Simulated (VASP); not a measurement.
Here is a VASP 6.6.1 calculation.

The input INCAR:

```
SYSTEM = NiSb
PREC = Accurate
ENCUT = 520
EDIFF = 1E-6
ISMEAR = -1
SIGMA = 0.05
LREAL = .False.
LASPH = .True.
NELM = 150
ALGO = Normal
ISIF = 2
LWAVE = .False.
LCHARG = .False.
ISPIN = 2
MAGMOM = 0 0 0.5 0.5
LORBIT = 11
NUPDOWN = 1.0
LMAXMIX = 4
GGA = PE
NBANDS = 27
```

File KPOINTS:

```
Automatic mesh
0
Gamma
  7 7 5
  0 0 0
```

POSCAR

```
NiSb
1.0
    3.9280000000      0.0000000000      0.0000000000
   -1.9640000000      3.4017477861      0.0000000000
    0.0000000000      0.0000000000      5.1200000000
Sb Ni
2 2
Direct
    0.6666666667      0.3333333333      0.7500000000
    0.3333333333      0.6666666667      0.2500000000
    0.0000000000      0.0000000000      0.5000000000
    0.0000000000      0.0000000000      0.0000000000
```

Potentials or basis: VASP PAW PBE potentials, release 64 (Sb, Ni).

Command:

```bash
$ cat potpaw_PBE.64/Sb/POTCAR potpaw_PBE.64/Ni/POTCAR > POTCAR
$ mpirun -np 1 vasp_std > vasp.out
```

(1) Estimate the pressure.

## Answers

(1) 4.8 GPa.

Caveat: the total moment is fixed, so each spin has its own Fermi level.
